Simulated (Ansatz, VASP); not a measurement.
KNaF2 in VASP and in Ansatz

```
CELL_PARAMETERS angstrom
1.77325 1.02379 5.92956
-1.77325 1.02379 5.92956
0.00000 -2.04757 5.92956
ATOMIC_POSITIONS crystal
Na 0.00000 0.00000 0.00000
K 0.50000 0.50000 0.50000
F 0.26110 0.26110 0.26110
F 0.73890 0.73890 0.73890
```

Alike in both runs: task single point; functional r2SCAN; k mesh 8 × 8 × 8; no spin polarisation.

|  | VASP | Ansatz |
| --- | --- | --- |
| version | VASP 6.6.1 | Ansatz 0.2.0 |
| potentials or method | VASP PAW PBE potentials, release 64 (Na_pv, K_sv, F) | plane waves, PAW |
| plane-wave cutoff (eV) | 520 | 500 |
| occupations | gaussian, width 0.01 eV | fixed |
| valence electrons in the cell | 30 | 32 |

```csv
,VASP,Ansatz,Ansatz less VASP
gap on the k mesh at the Fermi level (eV),6.68,6.67,-0.014
pressure (GPa),-2.4,-2.2,+0.23
"traceless stress, the component that is largest in VASP (GPa)",-0.12,-0.15,-0.035
rms of the force components (eV/Å),0.015,0.027,+0.0116
```

VASP's potentials were made for PBE, not for r2SCAN. Atom by atom the forces differ by 0.012 eV/Å (rms over components). VASP's potentials hold 30 valence electrons a cell and Ansatz's 32, so a difference there can come from the potentials and not from the codes.
